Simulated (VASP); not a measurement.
# HfO2 (Fm-3m) in VASP: a series of runs

Runs on HfO2. Level: PBE. Tasks: single point, relaxation of the atoms.

Program: VASP 6.6.1. These are calculated values, not measurements. Logs are shortened: lines on timing, memory, paths and dates and some standing lists are left out, and cuts for length are marked.

## Step 1: The cell of the first run

It takes space group Fm-3m (No. 225, cubic). Conventional cell: a = 5.189 Å, b = 5.189 Å, c = 5.189 Å, α = 90.00°, β = 90.00°, γ = 90.00°. Within 3.0 Å of Hf (site symmetry m-3m) lie 8 O at 2.25 Å. O (site symmetry -43m) has 4 Hf at 2.25 Å and 6 O at 2.59 Å within 3.0 Å.

## Step 2: Single point, PBE

Input file INCAR:

```
SYSTEM = HfO2
ALGO = Normal
EDIFF = 1E-6
ENCUT = 520
GGA = PE
ISIF = 2
ISMEAR = -1
LASPH = .TRUE.
LCHARG = .TRUE.
LELF = .TRUE.
LREAL = .FALSE.
LVHAR = .TRUE.
LWAVE = .FALSE.
NBANDS = 18
NELM = 100
PREC = Accurate
SIGMA = 0.1
```

Input file KPOINTS:

```
k-points
0
G
  9 9 9
  0 0 0
```

Input file POSCAR:

```
HfO2
1.0
    0.0000000000      2.5946260000      2.5946260000
    2.5946260000      0.0000000000      2.5946260000
    2.5946260000      2.5946260000      0.0000000000
Hf O
1 2
Direct
    0.0000000000      0.0000000000      0.0000000000
    0.2500000000      0.2500000000      0.2500000000
    0.7500000000      0.7500000000      0.7500000000
```

Potentials or basis: VASP PAW PBE potentials, release 64 (Hf_pv, O).

The run is started by

```sh
$ cat potpaw_PBE.64/Hf_pv/POTCAR potpaw_PBE.64/O/POTCAR > POTCAR
$ mpirun -np 1 vasp_std > vasp.out
```

OUTCAR:

```text
SYSTEM = HfO2
   EDIFF = 1E-6
   ENCUT = 520
   GGA = PE
   ISIF = 2
   ISMEAR = -1
   LASPH = .TRUE.
   LREAL = .FALSE.
   NELM = 100
   PREC = Accurate

 ion  position               nearest neighbor table
   1  0.000  0.000  0.000-   3 2.25   3 2.25   3 2.25   2 2.25   3 2.25   2 2.25   2 2.25   2 2.25

   2  0.250  0.250  0.250-   1 2.25   1 2.25   1 2.25   1 2.25
   3  0.750  0.750  0.750-   1 2.25   1 2.25   1 2.25   1 2.25

  LATTYP: Found a face centered cubic cell.
 ALAT       =     5.1892520000

  Lattice vectors:

 A1 = (   0.0000000000,   2.5946260000,   2.5946260000)
 A2 = (   2.5946260000,   0.0000000000,   2.5946260000)
 A3 = (   2.5946260000,   2.5946260000,   0.0000000000)

Analysis of symmetry for initial positions (statically):
=====================================================================
 Subroutine PRICEL returns:
 Original cell was already a primitive cell.

 Routine SETGRP: Setting up the symmetry group for a
 face centered cubic supercell.

 Subroutine GETGRP returns: Found 48 space group operations
 (whereof 48 operations were pure point group operations)
 out of a pool of 48 trial point group operations.

The static configuration has the point symmetry O_h .

Analysis of symmetry for dynamics (positions and initial velocities):
=====================================================================
 Subroutine PRICEL returns:
 Original cell was already a primitive cell.

 Routine SETGRP: Setting up the symmetry group for a
 face centered cubic supercell.

 Subroutine GETGRP returns: Found 48 space group operations
 (whereof 48 operations were pure point group operations)
 out of a pool of 48 trial point group operations.

The dynamic configuration has the point symmetry O_h .

 Subroutine INISYM returns: Found 48 space group operations
 (whereof 48 operations are pure point group operations),
 and found     1 'primitive' translations

----------------------------------------------------------------------------------------

                                     Primitive cell

  volume of cell :      34.9345

  direct lattice vectors                    reciprocal lattice vectors
     0.000000000  2.594626000  2.594626000    -0.192706001  0.192706001  0.192706001
     2.594626000  0.000000000  2.594626000     0.192706001 -0.192706001  0.192706001
     2.594626000  2.594626000  0.000000000     0.192706001  0.192706001 -0.192706001

  length of vectors
     3.669355278  3.669355278  3.669355278     0.333776584  0.333776584  0.333776584

  position of ions in fractional coordinates (direct lattice)
     0.000000000  0.000000000  0.000000000
     0.250000000  0.250000000  0.250000000
     0.750000000  0.750000000  0.750000000

  ion indices of the primitive-cell ions
   primitive index   ion index
                 1           1
                 2           2
                 3           3

----------------------------------------------------------------------------------------

 KPOINTS: k-points

Automatic generation of k-mesh.
 Grid dimensions read from file:
 generate k-points for:    9    9    9

 Generating k-lattice:

  Cartesian coordinates                     Fractional coordinates (reciprocal lattice)
    -0.021411778  0.021411778  0.021411778     0.111111111  0.000000000  0.000000000
     0.021411778 -0.021411778  0.021411778     0.000000000  0.111111111  0.000000000
     0.021411778  0.021411778 -0.021411778     0.000000000  0.000000000  0.111111111

  Length of vectors
     0.037086287  0.037086287  0.037086287

  Shift w.r.t. Gamma in fractional coordinates (k-lattice)
     0.000000000  0.000000000  0.000000000

 Subroutine IBZKPT returns following result:
 ===========================================

 Found     35 irreducible k-points:

 Following reciprocal coordinates:
            Coordinates               Weight
  0.000000  0.000000  0.000000      1.000000
  0.111111  0.000000  0.000000      8.000000
  0.222222  0.000000  0.000000      8.000000
  0.333333  0.000000  0.000000      8.000000
  0.444444  0.000000  0.000000      8.000000
  0.111111  0.111111  0.000000      6.000000
[... 16 lines left out ...]
 -0.333333  0.333333  0.000000     12.000000
  0.444444  0.444444  0.000000      6.000000
 [... further k-points ...]
   k-points           NKPTS =     35   k-points in BZ     NKDIM =     35   number of bands    NBANDS=     18
   number of dos      NEDOS =    301   number of ions     NIONS =      3
   total plane-waves  NPLWV =  21952
   dimension x,y,z NGX =    28 NGY =   28 NGZ =   28
   dimension x,y,z NGXF=    56 NGYF=   56 NGZF=   56
   ions per type =               1   2
   NGX,Y,Z   is equivalent  to a cutoff of  12.69, 12.69, 12.69 a.u.
   NGXF,Y,Z  is equivalent  to a cutoff of  25.37, 25.37, 25.37 a.u.
 SYSTEM =  HfO2
   PREC   = accura    normal or accurate (medium, high low for compatibility)
   ISTART =      0    job   : 0-new  1-cont  2-samecut
   ICHARG =      2    charge: 1-file 2-atom 10-const
   ISPIN  =      1    spin polarized calculation?
   LNONCOLLINEAR =      F non collinear calculations
   LSORBIT =      F    spin-orbit coupling
   LASPH  =      T    aspherical Exc in radial PAW
   ENCUT  =  520.0 eV  38.22 Ry    6.18 a.u.   6.82  6.82  6.82*2*pi/ulx,y,z
   NELM   =    100;   NELMIN=  2; NELMDL= -5     # of ELM steps
   EDIFF  = 0.1E-05   stopping-criterion for ELM
   LREAL  =      F    real-space projection
   EDIFFG = 0.1E-04   stopping-criterion for IOM
   NSW    =      0    number of steps for IOM
   IBRION =     -1    ionic relax: 0-MD 1-quasi-New 2-CG
   NFREE  =      0    steps in history (QN), initial steepest desc. (CG)
   ISIF   =      2    stress and relaxation
   ISYM   =      2    0-nonsym 1-usesym 2-fastsym
   POTIM  = 0.5000    time-step for ionic-motion
   TEBEG  =    0.0;   TEEND  =   0.0 temperature during run
   PSTRESS=    0.0 pullay stress
   NELECT =      22.0000    total number of electrons
   NUPDOWN=      -1.0000    fix difference up-down
   EMIN   =  10.00;   EMAX   =-10.00  energy-range for DOS
   EFERMI =   0.00;   METHOD = LEGACY
   ISMEAR =    -1;   SIGMA  =   0.10  broadening in eV -4-tet -1-fermi 0-gaus
   EFERMI_NEDOS =   21; number of points for ismear=-14 and -15
   IALGO  =     38    algorithm
   IMIX   =      4    mixing-type and parameters
     AMIX     =   0.40;   BMIX     =  1.00
     AMIX_MAG =   1.60;   BMIX_MAG =  1.00
  volume/ion in A,a.u.               =      11.64        78.58
  Fermi-wavevector in a.u.,A,eV,Ry     =   1.403237  2.651733 26.790871  1.969073
  Thomas-Fermi vector in A             =   2.525919
   LORBIT       =      0    0 simple, 1 ext, 2 COOP (PROOUT), +10 PAW based schemes
   GGA     = PE    functional components
   LHFCALC =     F    Hartree Fock is set to
   AEXX    =    0.0000 exact exchange contribution
   IVDW    =     0    specifies the selected vdW correction
   LEPSILON=     F    determine dielectric tensor
   LRPA    =     F    only Hartree local field effects (RPA)
 non-spin polarized calculation
  energy-cutoff  :      520.00
  volume of cell :       34.93
 maximum number of plane-waves:       955
   NGX = 13   NGY = 13   NGZ = 13

 number of electron      21.9999998 magnetization

 Free energy of the ion-electron system (eV)
  ---------------------------------------------------
  ext. energy  EPLUGINS =         0.00000000
  ---------------------------------------------------
  free energy    TOTEN  =       -30.13760259 eV

  energy without entropy =      -30.13760259  energy(sigma->0) =      -30.13760259

 E-fermi :   5.5193     XC(G=0): -11.4699

 val. band max:        3.6520124592   @ k =  -0.4444   0.4444   0.0000
 cond. band min:       7.3607869543   @ k =   0.4444   0.4444   0.0000
 fundamental gap:      3.7087744951
 Fermi energy:         5.5193060374

 k-point     1 :       0.0000    0.0000    0.0000
  band No.  band energies     occupation
      1     -26.3161      2.00000
      2     -26.3161      2.00000
      3     -26.3161      2.00000
      4     -14.6103      2.00000
      5     -11.9164      2.00000
      6      -1.2311      2.00000
[... 10 lines left out ...]
     17      13.2646      0.00000
     18      16.7795      0.00000

 k-point     2 :       0.1111    0.0000    0.0000
  band No.  band energies     occupation
      1     -26.3541      2.00000
      2     -26.3204      2.00000
      3     -26.3204      2.00000
      4     -14.4708      2.00000
      5     -12.0307      2.00000
      6      -1.1212      2.00000
[... 10 lines left out ...]
     17      13.0813      0.00000
     18      16.7406      0.00000

 k-point     3 :       0.2222    0.0000    0.0000
  band No.  band energies     occupation
      1     -26.4480      2.00000
      2     -26.3313      2.00000
      3     -26.3313      2.00000
      4     -14.1155      2.00000
      5     -12.2932      2.00000
      6      -0.8352      2.00000
[... 10 lines left out ...]
     17      12.7076      0.00000
     18      15.9092      0.00000

 k-point     4 :       0.3333    0.0000    0.0000
  band No.  band energies     occupation
      1     -26.5510      2.00000
      2     -26.3435      2.00000
      3     -26.3435      2.00000
      4     -13.7227      2.00000
      5     -12.5314      2.00000
      6      -0.5016      2.00000
[... 375 lines left out ...]
      4     -13.0086      2.00000
      5     -12.8545      2.00000
      6      -1.7411      2.00000
[... 10 lines left out ...]
     17      15.3737      0.00000
     18      16.4689      0.00000

 k-point    23 :      -0.3333    0.3333    0.0000
  band No.  band energies     occupation
      1     -26.5351      2.00000
      2     -26.5151      2.00000
      3     -26.3772      2.00000
      4     -13.0574      2.00000
      5     -12.8358      2.00000
      6      -1.3642      2.00000
[... 10 lines left out ...]
     17      15.1951      0.00000
     18      16.2194      0.00000

 k-point    24 :       0.4444    0.4444    0.0000
  band No.  band energies     occupation
      1     -26.6335      2.00000
      2     -26.4030      2.00000
      3     -26.4030      2.00000
      4     -12.9906      2.00000
      5     -12.8659      2.00000
      6      -2.2059      2.00000
[... 10 lines left out ...]
     17      15.0185      0.00000
     18      16.7262      0.00000

 [... further k-points ...]

------------------------ aborting loop because EDIFF is reached ----------------------------------------

  FORCE on cell =-STRESS in cart. coord.  units (eV):
  Direction    XX          YY          ZZ          XY          YZ          ZX
  --------------------------------------------------------------------------------------
  -------------------------------------------------------------------------------------
  Total       -3.2482646     -3.2482646     -3.2482646     -0.0000000     -0.0000000      0.0000000
  in kB     -148.9730451   -148.9730451   -148.9730451     -0.0000000     -0.0000000      0.0000000
  external PRESSURE =    -148.9730451 kB  Pullay stress =       0.0000000 kB

 VOLUME and BASIS-vectors are now :
 -----------------------------------------------------------------------------
  energy-cutoff  :      520.00
  volume of cell :       34.93
      direct lattice vectors                 reciprocal lattice vectors
     0.000000000  2.594626000  2.594626000    -0.192706001  0.192706001  0.192706001
     2.594626000  0.000000000  2.594626000     0.192706001 -0.192706001  0.192706001
     2.594626000  2.594626000  0.000000000     0.192706001  0.192706001 -0.192706001

 POSITION                                       TOTAL-FORCE (eV/Angst)
 -----------------------------------------------------------------------------------
      0.00000      0.00000      0.00000         0.000000     -0.000000     -0.000000
      1.29731      1.29731      1.29731        -0.000000     -0.000000     -0.000000
      3.89194      3.89194      3.89194         0.000000      0.000000      0.000000
 -----------------------------------------------------------------------------------
    total drift:                                0.000000      0.000000      0.000000

  FREE ENERGIE OF THE ION-ELECTRON SYSTEM (eV)
  ---------------------------------------------------
  free  energy   TOTEN  =       -30.1376025928 eV

  energy  without entropy=      -30.1376025906  energy(sigma->0) =      -30.13760259
```

Wall time 35 s (1 thread of Intel Xeon 8259CL, shared host); peak memory 0.17 GiB.

What came out:

| Quantity | Value |
| --- | --- |
| Free energy | -30.1376 eV |
| Pressure | -14.9 GPa |
| Band gap on the k mesh | 3.71 eV (least direct gap 3.82 eV) |

Levels at points of the mesh, in eV from the valence-band top:
```csv
k point,band 9,band 10,band 11,band 12,band 13,band 14
"(0.00, 0.00, 0.00)",-0.53,-0.53,-0.53,3.75,3.75,5.33
```

Caveat: the cell stands under tension; spin-orbit coupling is left out, which moves the levels of the heavy elements; an odd mesh through Γ misses points on the zone boundary, where band edges can lie.

## Step 3: Relaxation of the atoms, PBE

Input file INCAR:

```
PREC     = Accurate       # precision mode
ENCUT    = 520            # plane-wave cutoff, eV
EDIFF    = 1E-6           # SCF threshold, eV
ISMEAR   = -1             # smearing method
SIGMA    = 0.1            # smearing width, eV
LREAL    = F              # projectors in reciprocal space
LASPH    = T              # aspherical terms in the spheres
NELM     = 100            # most SCF steps
ALGO     = Normal         # electronic algorithm
ISIF     = 2              # what is computed and relaxed
LWAVE    = F              # write WAVECAR
LCHARG   = F              # write CHGCAR
GGA      = PE             # functional
IBRION   = 2              # ionic algorithm
NSW      = 100            # ionic steps
EDIFFG   = -0.01          # ionic threshold
```

Input file KPOINTS:

```
regular mesh
0
Gamma
  9 9 9
```

POSCAR is that of step 2.

Potentials or basis: VASP PAW PBE potentials, release 64 (Hf_pv, O).

The run is started by

```sh
$ cat potpaw_PBE.64/Hf_pv/POTCAR potpaw_PBE.64/O/POTCAR > POTCAR
$ mpirun -np 1 vasp_std > vasp.out
```

Run time: 29 s. Hardware: 1 thread of Intel Xeon 8259CL, shared host; peak memory 0.16 GiB.

Results (log left out):

```
Free energy             : -30.1376 eV
Pressure after relaxing : -14.9 GPa
Band gap on the k mesh  : 3.71 eV (least direct gap 3.82 eV)
```

Final structure:
```yaml
crystal:
  lattice:
    - [0.00000, 2.59463, 2.59463]
    - [2.59463, 0.00000, 2.59463]
    - [2.59463, 2.59463, 0.00000]
  atoms:
    - { symbol: Hf, position: [0.00000, 0.00000, 0.00000] }
    - { symbol: O, position: [0.25000, 0.25000, 0.25000] }
    - { symbol: O, position: [0.75000, 0.75000, 0.75000] }
```

Levels at points of the mesh, in eV from the valence-band top:
```tsv
k point	band 7	band 8	band 9	band 10	band 11	band 12	band 13	band 14	band 15
(0.00, 0.00, 0.00)	-4.88	-4.88	-0.53	-0.53	-0.53	3.75	3.75	5.33	9.61
```

Caveat: the relaxation stopped at its first step, so nothing moved; spin-orbit coupling is left out, which moves the levels of the heavy elements; an odd mesh through Γ misses points on the zone boundary, where band edges can lie. As with any semilocal functional, this PBE gap is likely too small.
